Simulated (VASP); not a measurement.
# Al47CdN48 (a cell with a defect) in VASP: a series of runs

Al47CdN48 (a cell with a defect) is run at these levels: PBE; tasks: single point.

Everything below comes from runs of VASP 6.6.1. Logs are shortened: lines on timing, memory, paths and dates and some standing lists are left out, and cuts for length are marked.

## 1. The cell of the first run

The cell holds a defect, 96 atoms: a = 10.842 Å, b = 10.842 Å, c = 10.035 Å, α = 90.00°, β = 90.00°, γ = 120.00°.

## 2. Single point, PBE

INCAR reads:

```
ALGO = Normal
EDIFF = 1E-6
ENCUT = 520
GGA = PE
GGA_COMPAT = False
ISIF = 2
ISMEAR = 0
ISYM = -1
LASPH = True
LCHARG = True
LELF = True
LREAL = Auto
LVHAR = True
LWAVE = False
NBANDS = 250
NELECT = 392.0
NELM = 120
PREC = Accurate
SIGMA = 0.01
```

KPOINTS reads:

```
explicit points
1
Reciprocal
  0.25000000   0.25000000   0.25000000 1
```

POSCAR reads:

```
Al47CdN48
1.0
    9.3892708211      5.4208981504      0.0000000000
   -9.3892709202      5.4208979788      0.0000000000
    0.0000000000      0.0000000000     10.0348065900
Al N Cd
47 48 1
Direct
   -0.0013416222      0.1657816733      0.2490702242
    0.1655427568     -0.0013224118      0.2492263724
    0.3315804851      0.3290378631      0.2454713233
   -0.0055797021      0.3309547685      0.4991593344
    0.1617376235      0.1594863230      0.5005225764
    0.3323682359     -0.0004942545      0.4994679050
   -0.0005920155      0.1662530781      0.7492665470
    0.1663343208     -0.0014028717      0.7500943178
    0.3332141102      0.3280563989      0.7538251814
   -0.0024176630      0.3311731465      0.9987105937
    0.1640488895      0.1638788517      0.9993414081
    0.3328899809      0.0000172312      0.9998218154
   -0.0008965312      0.6665669208      0.2489888197
    0.1632534971      0.4995521902      0.2451019217
    0.3329260164      0.8338350476      0.2492769203
   -0.0008511669      0.8324726380      0.5007231700
    0.1645973714      0.6691366955      0.4995174256
   -0.0009338817      0.6663331714      0.7496507547
    0.1630090843      0.4996835480      0.7521607333
    0.3332427781      0.8334302356      0.7492987398
   -0.0004097188      0.8328016233      0.9993146201
    0.1662477511      0.6682068569      0.9987404625
    0.3342187800      0.4998120529      0.9993222577
    0.4997039254      0.1655157716      0.2493506128
    0.6666764435      0.0009966071      0.2492896970
    0.8319914411      0.3328805215      0.2491676940
    0.5019146329      0.3303756524      0.5007444987
    0.6665381921      0.1675068514      0.5004317014
    0.8323671865      0.0003221191      0.4993823772
    0.4998598354      0.1653450329      0.7500281884
    0.6675357225      0.0011528964      0.7499886948
    0.8323737670      0.3332568534      0.7494819759
    0.5014800818      0.3326095699      0.9996590921
    0.6665273148      0.1666346581      0.9992103494
    0.8325998024     -0.0004645710      0.9997352248
    0.5024033745      0.6705205210      0.2458183744
    0.6665530393      0.4998209034      0.2498892244
    0.8339237214      0.8341299275      0.2494262057
    0.5029671240      0.8403492951      0.5001965049
    0.6713949995      0.6696342597      0.5007772924
    0.8324889200      0.4998714595      0.4991609567
    0.5050546465      0.6716222493      0.7538503968
    0.6666288521      0.4998794633      0.7496431227
    0.8343421100      0.8344154973      0.7500782998
    0.5001990587      0.8356471073      0.9994616027
    0.6686397007      0.6669040934      0.9996426182
    0.8333240312      0.4997476913      0.9995247965
   -0.0006783592      0.1667834214      0.4403489441
    0.1643826387     -0.0042306061      0.4398032354
    0.3305196370      0.3079140397      0.4336634265
   -0.0019343328      0.3315416697      0.1885440048
    0.1636849355      0.1640007820      0.1888407146
    0.3325648050      0.0000453614      0.1902927940
   -0.0007981517      0.1659569515      0.9395172641
    0.1662215910     -0.0009365511      0.9401111459
    0.3329704324      0.3311860193      0.9443960341
   -0.0003141332      0.3333187213      0.6902922084
    0.1661043102      0.1654889968      0.6911431978
    0.3329584947     -0.0004162247      0.6900397920
   -0.0024296090      0.6671215228      0.4398606213
    0.1447794443      0.4996150573      0.4317627622
    0.3330609190      0.8332498879      0.4405139384
   -0.0008053754      0.8326438429      0.1894751295
    0.1664356389      0.6678181585      0.1886514274
    0.3334534360      0.4997226104      0.1927189001
   -0.0006406083      0.6662596683      0.9397508497
    0.1662472720      0.4997622160      0.9436684226
    0.3332103786      0.8336872298      0.9397666090
   -0.0002640626      0.8328963829      0.6906038282
    0.1663689579      0.6662870919      0.6904970234
    0.3356362480      0.4998344157      0.7165588949
    0.5000708918      0.1640741822      0.4399079712
    0.6685308729      0.0044955604      0.4396918597
    0.8294298726      0.3326650104      0.4398220167
    0.5012007799      0.3329722051      0.1897143526
    0.6662721204      0.1668093635      0.1893294967
    0.8323086174     -0.0005531322      0.1901992065
    0.4996683603      0.1659221519      0.9402088563
    0.6670345482      0.0005700661      0.9399612631
    0.8328767536      0.3333869555      0.9396488583
    0.4999958435      0.3324347230      0.6911440718
    0.6665453851      0.1667188389      0.6905613603
    0.8331262532     -0.0000075492      0.6898161548
    0.5225444782      0.6913185843      0.4336292184
    0.6650567755      0.5000648404      0.4409991802
    0.8363079001      0.8360078773      0.4400257183
    0.4995549611      0.8353827397      0.1889603130
    0.6681151427      0.6666385235      0.1896678336
    0.8329136510      0.4997842763      0.1901349902
    0.5016340682      0.6683934236      0.9444949564
    0.6666895818      0.4997917388      0.9401632116
    0.8336369775      0.8337123996      0.9401960276
    0.5005507435      0.8340616170      0.6910252664
    0.6674969310      0.6672848039      0.6911887962
    0.8329509163      0.4998802870      0.6898609110
    0.3353299692      0.5002822822      0.4966038100
```

Potentials or basis: VASP PAW PBE potentials, release 64 (Al, N, Cd).

Command:

```bash
> cat potpaw_PBE.64/Al/POTCAR potpaw_PBE.64/N/POTCAR potpaw_PBE.64/Cd/POTCAR > POTCAR
> mpirun -np 1 vasp_std > vasp.out
```

OUTCAR:

```text
EDIFF = 1E-6
   ENCUT = 520
   GGA = PE
   ISIF = 2
   ISMEAR = 0
   ISYM = -1
   LASPH = True
   LREAL = Auto
   NELECT = 392.0
   NELM = 120
   PREC = Accurate

 ion  position               nearest neighbor table
   1  0.999  0.166  0.249-  52 1.90  77 1.90  51 1.90  48 1.92  35 3.08  11 3.09  29 3.09  10 3.09
                             4 3.10   5 3.10  38 3.11  25 3.12   3 3.13  26 3.13  14 3.13   2 3.14
   2  0.166  0.999  0.249-  53 1.90  63 1.90  52 1.90  49 1.91   5 3.08  21 3.09  11 3.09  12 3.09
                             6 3.09  16 3.10   3 3.10  38 3.11  13 3.12  15 3.12   1 3.14  24 3.14
   3  0.332  0.329  0.245-  52 1.89  50 1.90  75 1.90  65 1.92  11 3.06  33 3.07  23 3.08   2 3.10
                            24 3.11  96 3.12   1 3.13  37 3.15   5 3.15  27 3.15  14 3.18  36 3.21
   4  0.994  0.331  0.499-  61 1.86  74 1.89  48 1.90  57 1.92  26 3.07  32 3.07  28 3.08   7 3.10
                             1 3.10  29 3.10  41 3.11  19 3.13  14 3.14  17 3.18   5 3.18  96 3.20
   5  0.162  0.159  0.501-  50 1.86  49 1.89  48 1.90  58 1.91   8 3.07  16 3.07   7 3.08   2 3.08
                            29 3.09   1 3.10   6 3.10   9 3.14   3 3.15   4 3.18  27 3.19  96 3.20
   6  0.332  1.000  0.499-  72 1.90  49 1.90  62 1.90  59 1.91  15 3.09  20 3.09   8 3.09   2 3.09
                            24 3.09  30 3.10  39 3.10  17 3.10   5 3.10  27 3.11  16 3.13  28 3.14
   7  0.999  0.166  0.749-  83 1.90  58 1.90  57 1.90  54 1.91   5 3.08  10 3.08  11 3.09  29 3.09
                            35 3.10   4 3.10  44 3.12  31 3.12  19 3.13   9 3.14  32 3.14   8 3.14
   8  0.166  0.999  0.750-  69 1.90  59 1.90  58 1.90  55 1.91   5 3.07  21 3.08  11 3.08  12 3.08
                            16 3.09   6 3.09   9 3.09  44 3.12  20 3.12  18 3.12  30 3.13   7 3.14
   9  0.333  0.328  0.754-  71 1.89  81 1.89  58 1.90  56 1.91  33 3.05  11 3.06  23 3.08  30 3.09
[... 123 lines left out ...]
  94  0.667  0.667  0.691-  42 1.89  43 1.90  44 1.90  40 1.91
  95  0.833  0.500  0.690-  32 1.90  18 1.90  43 1.90  41 1.91
  96  0.335  0.500  0.497-  84 2.15  50 2.15  61 2.16  71 2.21  36 3.11   3 3.12  14 3.14  40 3.16
                            27 3.16  19 3.17  42 3.18   9 3.18  17 3.19  39 3.19   5 3.20   4 3.20

IMPORTANT INFORMATION: All symmetrisations will be switched off!
NOSYMM: (Re-)initialisation of all symmetry stuff for point group C_1.

----------------------------------------------------------------------------------------

                                     Primitive cell

  volume of cell :    1021.5088

  direct lattice vectors                    reciprocal lattice vectors
     9.389270821  5.420898150  0.000000000     0.053252270  0.092235640  0.000000000
    -9.389270920  5.420897979  0.000000000    -0.053252272  0.092235639  0.000000000
     0.000000000  0.000000000 10.034806590     0.000000000  0.000000000  0.099653141

  length of vectors
    10.841796129 10.841796129 10.034806590     0.106504543  0.106504543  0.099653141

  position of ions in fractional coordinates (direct lattice)
     0.998658378  0.165781673  0.249070224
     0.165542757  0.998677588  0.249226372
     0.331580485  0.329037863  0.245471323
     0.994420298  0.330954768  0.499159334
     0.161737624  0.159486323  0.500522576
     0.332368236  0.999505746  0.499467905
[... 88 lines left out ...]
     0.832950916  0.499880287  0.689860911
     0.335329969  0.500282282  0.496603810

  ion indices of the primitive-cell ions
   primitive index   ion index
                 1           1
                 2           2
                 3           3
                 4           4
                 5           5
                 6           6
[... 88 lines left out ...]
                95          95
                96          96

----------------------------------------------------------------------------------------

 KPOINTS: explicit points

Read explicit list of k-points.

 Found      1 k-points:

 Following reciprocal coordinates:
            Coordinates               Weight
[... 29 lines left out ...]
   PSTRESS=    0.0 pullay stress
   NELECT =     392.0000    total number of electrons
   NUPDOWN=      -1.0000    fix difference up-down
   EMIN   =  10.00;   EMAX   =-10.00  energy-range for DOS
   EFERMI =   0.00;   METHOD = LEGACY
   ISMEAR =     0;   SIGMA  =   0.01  broadening in eV -4-tet -1-fermi 0-gaus
   EFERMI_NEDOS =   21; number of points for ismear=-14 and -15
   IALGO  =     38    algorithm
   IMIX   =      4    mixing-type and parameters
     AMIX     =   0.40;   BMIX     =  1.00
     AMIX_MAG =   1.60;   BMIX_MAG =  1.00
  volume/ion in A,a.u.               =      10.64        71.81
  Fermi-wavevector in a.u.,A,eV,Ry     =   1.189660  2.248131 19.256198  1.415291
  Thomas-Fermi vector in A             =   2.325762
   LORBIT       =      0    0 simple, 1 ext, 2 COOP (PROOUT), +10 PAW based schemes
   GGA     = PE    functional components
   LHFCALC =     F    Hartree Fock is set to
   AEXX    =    0.0000 exact exchange contribution
   IVDW    =     0    specifies the selected vdW correction
   LEPSILON=     F    determine dielectric tensor
   LRPA    =     F    only Hartree local field effects (RPA)
 non-spin polarized calculation
 Gauss-broadening in eV      SIGMA  =   0.01
  energy-cutoff  :      520.00
  volume of cell :     1021.51
 maximum number of plane-waves:     27493
 NGX is ok and might be reduce to    80
   NGX = 41   NGY = 41   NGZ = 37

 number of electron     391.9999944 magnetization

 Free energy of the ion-electron system (eV)
  ---------------------------------------------------
  ext. energy  EPLUGINS =         0.00000000
  ---------------------------------------------------
  free energy    TOTEN  =      -711.51369648 eV

  energy without entropy =     -711.50611671  energy(sigma->0) =     -711.50990660

 E-fermi :   5.8514     XC(G=0): -10.8577

 val. band max:        5.8451104747   @ k =   0.2500   0.2500   0.2500
 cond. band min:       5.8577261088   @ k =   0.2500   0.2500   0.2500
 fundamental gap:      0.0126156341
 Fermi energy:         5.8514182918

 k-point     1 :       0.2500    0.2500    0.2500
  band No.  band energies     occupation
      1      -8.9393      2.00000
      2      -8.7054      2.00000
      3      -8.6925      2.00000
      4      -8.4989      2.00000
      5      -8.2878      2.00000
      6      -8.2760      2.00000
[... 200 lines left out ...]
    207      11.6374      0.00000
    208      11.6833      0.00000
 [bands above 208 left out]

------------------------ aborting loop because EDIFF is reached ----------------------------------------

  FORCE on cell =-STRESS in cart. coord.  units (eV):
  Direction    XX          YY          ZZ          XY          YZ          ZX
  --------------------------------------------------------------------------------------
  -------------------------------------------------------------------------------------
  Total        2.0929849      4.0056080     -1.1806106     -1.3057738      1.0024192      0.9892336
  in kB        3.2827254      6.2825639     -1.8517193     -2.0480305      1.5722363      1.5515556
  external PRESSURE =       2.5711900 kB  Pullay stress =       0.0000000 kB

 VOLUME and BASIS-vectors are now :
 -----------------------------------------------------------------------------
  energy-cutoff  :      520.00
  volume of cell :     1021.51
      direct lattice vectors                 reciprocal lattice vectors
     9.389270821  5.420898150  0.000000000     0.053252270  0.092235640  0.000000000
    -9.389270920  5.420897979  0.000000000    -0.053252272  0.092235639  0.000000000
     0.000000000  0.000000000 10.034806590     0.000000000  0.000000000  0.099653141

 POSITION                                       TOTAL-FORCE (eV/Angst)
 -----------------------------------------------------------------------------------
      7.82010      6.31231      2.49937        -0.007613      0.003388      0.002946
     -7.82253      6.31112      2.50094         0.000652     -0.017765      0.017803
      0.02387      3.58114      2.46326         0.007638      0.003710      0.003749
      6.22946      7.18472      5.00897         0.026338     -0.009795      0.017769
      0.02114      1.74132      5.02265         0.015063     -0.010881     -0.017043
     -6.26393      7.21995      5.01206        -0.015146     -0.006745     -0.016003
[... 88 lines left out ...]
      3.12729      7.22514      6.92262        -0.003115     -0.003366     -0.002847
     -1.54878      4.52977      4.98332        -0.003815      0.009958      0.002736
 -----------------------------------------------------------------------------------
    total drift:                               -0.006665     -0.003525      0.058053

  FREE ENERGIE OF THE ION-ELECTRON SYSTEM (eV)
  ---------------------------------------------------
  free  energy   TOTEN  =      -711.5136964766 eV

  energy  without entropy=     -711.5061167148  energy(sigma->0) =     -711.50990660
```

Run time: 16 min. Hardware: 1 thread of AMD EPYC 9R45 (Zen 5), shared host; peak memory 1.1 GiB.

Results:

```
Free energy   : -711.5137 eV
Largest force : 0.112 eV/Å
```

Forces on the atoms (eV/Å):
```
Al  -0.008  0.003  0.003
Al   0.001 -0.018  0.018
Al   0.008  0.004  0.004
Al   0.026 -0.010  0.018
Al   0.015 -0.011 -0.017
Al  -0.015 -0.007 -0.016
Al  -0.002 -0.001  0.005
Al   0.000 -0.011  0.000
Al  -0.004 -0.010 -0.017
Al   0.013  0.006  0.015
Al   0.003 -0.015 -0.008
Al   0.000 -0.007 -0.005
Al  -0.006 -0.007  0.000
Al  -0.005 -0.011 -0.024
Al  -0.002 -0.017  0.004
Al  -0.001  0.034 -0.004
Al  -0.012  0.012  0.015
Al   0.002 -0.001  0.000
Al   0.004  0.002  0.025
Al   0.002 -0.004  0.006
Al   0.001  0.001  0.003
Al   0.009  0.006  0.010
Al  -0.021 -0.011 -0.002
Al  -0.009  0.007  0.001
Al   0.000  0.016  0.010
Al   0.000  0.015 -0.018
Al  -0.007 -0.007 -0.018
Al   0.021 -0.036  0.006
Al   0.007 -0.002 -0.004
Al   0.006 -0.005  0.004
Al   0.003  0.004  0.002
Al   0.000  0.012  0.009
Al   0.004 -0.008 -0.001
Al  -0.001  0.003  0.001
Al   0.006  0.005  0.001
Al   0.026  0.005  0.016
Al  -0.001  0.010 -0.004
Al   0.005 -0.011  0.014
Al   0.010  0.003 -0.008
Al  -0.024  0.014 -0.022
Al  -0.007  0.004  0.011
Al  -0.004 -0.005 -0.011
Al   0.008  0.006 -0.005
Al   0.002  0.009  0.001
Al  -0.009 -0.002 -0.013
Al  -0.001  0.010  0.005
Al   0.007  0.005  0.013
N    0.008  0.003 -0.001
N    0.014 -0.011  0.011
N    0.081 -0.024 -0.037
N   -0.006 -0.029 -0.010
N   -0.007  0.023 -0.003
N    0.008  0.004 -0.006
N   -0.003  0.002 -0.002
N    0.002  0.006 -0.004
N   -0.008  0.019  0.021
N   -0.005 -0.004 -0.008
N   -0.002  0.006  0.004
N   -0.003  0.010  0.000
N    0.000 -0.014 -0.010
N   -0.086 -0.071 -0.007
N    0.017  0.000 -0.005
N    0.005  0.011 -0.007
N   -0.029  0.024 -0.011
N   -0.007 -0.002 -0.005
N   -0.001 -0.003 -0.001
N   -0.011 -0.008 -0.022
N    0.001  0.000 -0.004
N    0.001 -0.002  0.002
N   -0.003  0.001 -0.006
N   -0.041 -0.005  0.082
N    0.000  0.023  0.008
N   -0.005  0.025  0.007
N    0.007  0.023 -0.015
N   -0.026 -0.019  0.009
N    0.009 -0.011 -0.002
N   -0.005  0.000 -0.005
N    0.003  0.006 -0.004
N    0.002 -0.002  0.001
N   -0.004 -0.004 -0.004
N   -0.002  0.003  0.010
N   -0.003  0.002 -0.006
N    0.001 -0.004  0.001
N    0.033  0.090 -0.027
N    0.023  0.004  0.010
N    0.023 -0.023 -0.003
N   -0.005 -0.001 -0.006
N   -0.023 -0.014  0.005
N    0.008 -0.001  0.007
N    0.007 -0.007  0.010
N   -0.006 -0.003  0.004
N   -0.001 -0.004 -0.005
N   -0.001  0.000  0.000
N   -0.002 -0.003  0.010
N   -0.003 -0.003 -0.003
Cd  -0.004  0.010  0.003
```

Levels at points of the mesh, in eV from the Fermi level:
```
           k point  band 194  band 195  band 196  band 197  band 198  band 199
(0.25, 0.25, 0.25)     -0.22     -0.05     -0.01      0.01      4.98      5.32
```

Caveat: the cell carries a net charge on a neutralising background, which shifts energy and pressure; the cell is charged against a uniform background, so pressure and absolute levels hang on convention.

(Continued in part 2 of 2.)
